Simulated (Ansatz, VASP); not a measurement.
**One calculation of Nb, two programs**

```
Nb
1.0
     2.31392   -5.00891    0.00000
     2.31392    5.00891    0.00000
     0.00000    0.00000    3.22586
Nb
4
Direct
  0.13574 0.86426 0.99999
  0.63574 0.36426 0.50001
  0.86426 0.13574 0.00001
  0.36426 0.63574 0.49999
```

Alike in both runs: functional r2SCAN; k mesh 4 × 4 × 4; occupations gaussian, width 0.1 eV; no spin polarisation.

Ansatz relaxed the structure, and its values are those at the end. VASP's run is a single point on that final structure, the one shown.

|  | VASP | Ansatz |
| --- | --- | --- |
| version | VASP 6.6.1 | Ansatz 0.2.0 |
| potentials or method | VASP PAW PBE potentials, release 64 (Nb_sv), cutoff 520 eV | scalar-relativistic, plane waves, PAW |
| valence electrons in the cell | 52 | 52 |

Ansatz gave:

| Item | Value |
| --- | --- |
| gap on the k mesh at the Fermi level (eV) | none |
| pressure (GPa) | -0.2 |
| rms of the force components (eV/Å) | 0.008 |

Problem. What did VASP give for the same quantities?

Solution. gap on the k mesh at the Fermi level (eV): none; pressure (GPa): -0.4; rms of the force components (eV/Å): 0.002.

VASP's potentials were made for PBE, not for r2SCAN. A gap of «none» marks a metal or a gap that the smearing closes.

The k mesh is coarse, so the values compare programs but aren't converged.
